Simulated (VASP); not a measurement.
A run of VASP 6.6.1:

The input INCAR:

```
ALGO = Normal
EDIFF = 1E-7
ENCUT = 520
GGA = PE
ISIF = 2
ISMEAR = 0
LASPH = T
LCHARG = F
LREAL = F
LWAVE = F
NBANDS = 28
NELM = 60
PREC = Accurate
SIGMA = 0.1
```

KPOINTS

```
k-points
0
Gamma
  6 6 10
```

File POSCAR:

```
GeP5
1.0
    6.9070143651      0.0000000000      0.0000000000
   -3.4535071825      5.9816499045      0.0000000000
    0.0000000000      0.0000000000      3.0052070729
Ge P
1 5
Direct
    0.6666666667      0.3333333333      0.5000000000
    0.1519548996      0.8480451004      0.0000000000
    0.1519548996      0.3039097993      0.0000000000
    0.6960902007      0.8480451004      0.0000000000
    0.3333333333      0.6666666667      0.0000000000
    0.0000000000      0.0000000000      0.5000000000
```

Potentials or basis: VASP PAW PBE potentials, release 64 (Ge_d, P).

Run with:

```sh
$ cat potpaw_PBE.64/Ge_d/POTCAR potpaw_PBE.64/P/POTCAR > POTCAR
$ mpirun -np 1 vasp_std > vasp.out
```

Hardware: 1 thread of Intel Xeon 8259CL, with other jobs on the host.

**Question.** Estimate the wall time of this run.

**Answer.** Wall time 4.5 min on 1 thread of Intel Xeon 8259CL, with other jobs on the host, peak memory 0.3 GiB. Counts: scf iterations 15, k points 42.
